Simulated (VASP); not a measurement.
A run of VASP 6.6.1 is set up as follows.

Contents of INCAR:

```
ALGO     = Normal         # electronic algorithm
EDIFF    = 1E-6           # SCF threshold, eV
ENCUT    = 700            # plane-wave cutoff, eV
GGA      = PE             # functional
GGA_COMPAT= False        
ISIF     = 2              # what is computed and relaxed
ISMEAR   = 0              # smearing method
LASPH    = True           # aspherical terms in the spheres
LCHARG   = False          # write CHGCAR
LREAL    = False          # projectors in reciprocal space
LWAVE    = False          # write WAVECAR
NBANDS   = 28             # bands
NELM     = 120            # most SCF steps
PREC     = Accurate       # precision mode
SIGMA    = 0.1            # smearing width, eV
```

The input KPOINTS:

```
k-points
0
Gamma
  12 12 14
```

POSCAR

```
FeCuH4
1.0
    2.4660630910     -2.4673691745      0.0000000000
    2.4660630910      2.4673691745      0.0000000000
    0.0000000000      0.0000000000      2.8588064797
Fe Cu H
1 1 4
Direct
    0.0000000000      0.0000000000      0.5000000000
    0.5000000000      0.5000000000      0.0000000000
    0.1639264990      0.8360735010      0.0000000000
    0.8360735010      0.1639264990      0.0000000000
    0.0000000000      0.5000000000      0.5000000000
    0.5000000000      0.0000000000      0.5000000000
```

Potentials or basis: VASP PAW PBE potentials, release 64 (Fe_sv, Cu_sv_GW, H).

Command:

```bash
$ cat potpaw_PBE.64/Fe_sv/POTCAR potpaw_PBE.64/Cu_sv_GW/POTCAR potpaw_PBE.64/H/POTCAR > POTCAR
$ mpirun -np 1 vasp_std > vasp.out
```

Q: What does it give for the pressure?

A: -2.2 GPa.

Q: What does it give for the largest force?

A: 0.011 eV/Å.

Forces in eV/Å, atoms in the order of the input:
```
Fe   0.000  0.000  0.000
Cu   0.000  0.000  0.000
H    0.000  0.011  0.000
H    0.000 -0.011  0.000
H    0.000  0.000  0.000
H    0.000  0.000  0.000
```

Caveat: the run has no spin polarisation, though such a crystal can be magnetic. Spin polarisation is off, so any magnetic state and its effect on volume and gap are missing.
